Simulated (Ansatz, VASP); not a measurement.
# Two plane-wave programs on Tl

```
Tl
1.0
     0.00000    2.32092    2.78510
     2.32092    0.00000    2.78510
     2.32092    2.32092    0.00000
Tl
1
Direct
  0.00000 0.00000 0.00000
```

Alike in both runs: task single point; functional PBE; dispersion D3(BJ); k mesh 18 × 18 × 18; occupations gaussian, width 0.15 eV; no spin polarisation.

```csv
,VASP,Ansatz
version,VASP 6.6.1,Ansatz 0.2.0
potentials or method,"VASP PAW PBE potentials, release 64 (Tl_d), cutoff 520 eV","scalar-relativistic, plane waves, PAW"
valence electrons in the cell,13,13
```

VASP gave:

| Property | Result |
| --- | --- |
| gap on the k mesh at the Fermi level (eV) | none |
| pressure (GPa) | -0.5 |
| traceless stress, the component that is largest in VASP (GPa) | -1.00 |

Problem. Which values does Ansatz return?

Solution. gap on the k mesh at the Fermi level (eV): none; pressure (GPa): -0.4; traceless stress, the component that is largest in VASP (GPa): -1.00.

A gap of «none» marks a metal or a gap that the smearing closes.

Spin-orbit coupling is off throughout.
